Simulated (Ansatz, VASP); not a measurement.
## In in VASP and in Ansatz

Contents of POSCAR:

```
In
1.0
   -1.6297352700      1.6297352700      2.4928993500
    1.6297352700     -1.6297352700      2.4928993500
    1.6297352700      1.6297352700     -2.4928993500
In
1
Direct
    0.0000000000      0.0000000000      0.0000000000
```

File INCAR.step1:

```
SYSTEM = In
PREC = Accurate ; ENCUT = 600
ISMEAR = 0 ; SIGMA = 0.1
LREAL = .FALSE. ; LASPH = .TRUE.
NELM = 80 ; GGA = PE
ALGO = Normal ; EDIFF = 1E-4
LWAVE = .TRUE. ; LCHARG = .FALSE.
```

INCAR.step2

```
SYSTEM = In
PREC = Accurate ; ENCUT = 600
EDIFF = 1E-6 ; ISMEAR = 0
SIGMA = 0.1 ; LREAL = .FALSE.
LASPH = .TRUE. ; NELM = 80
ALGO = Normal ; ISIF = 3
LWAVE = .FALSE. ; LCHARG = .FALSE.
METAGGA = R2SCAN ; LMIXTAU = .TRUE.
IBRION = 2 ; NSW = 100
EDIFFG = -0.005 ; ISTART = 1
```

File KPOINTS:

```
Automatic mesh
0
G
  18 18 18
  0 0 0
```

Input for Ansatz:

```yaml
crystal:
  lattice:
    - [-1.62973527, 1.62973527, 2.49289935]
    - [1.62973527, -1.62973527, 2.49289935]
    - [1.62973527, 1.62973527, -2.49289935]
  atoms:
    - { symbol: In, position: [0.0, 0.0, 0.0] }
basis:
  ecutwfc: 500
kpoints:
  mp_grid: { grid: [18, 18, 18] }
hamiltonian:
  xc: r2scan
scf:
  occupations: { method: gaussian, width: 0.1 }
output:
  forces: true
  stress: true
  eigenvalues: true
relax:
  adjacent_minimum: "off"
  f_tol: 0.005
  max_steps: 80
  cell: { stress_tol: 0.05 }
```

Alike in both runs: task relaxation of cell and atoms; functional r2SCAN; k mesh 18 × 18 × 18; occupations gaussian, width 0.1 eV; no spin polarisation.

|  | VASP | Ansatz |
| --- | --- | --- |
| version | VASP 6.6.1 | Ansatz 0.2.0 |
| potentials or method | VASP PAW PBE potentials, release 64 (In_d), cutoff 600 eV | scalar-relativistic, plane waves, PAW |
| valence electrons in the cell | 13 | 13 |

VASP gave:

```
gap on the k mesh at the Fermi level, each at its own relaxed structure (eV) : none
relaxed volume (Å³/atom)                                                     : 26.25
relaxed length of the cell vector where the two differ most in proportion (Å)              : 3.403
```

Which values does Ansatz return?

gap on the k mesh at the Fermi level, each at its own relaxed structure (eV): none; relaxed volume (Å³/atom): 26.20; relaxed length of the cell vector where the two differ most in proportion (Å): 3.401.

VASP's potentials were made for PBE, not for r2SCAN. A gap of «none» marks a metal or a gap that the smearing closes.
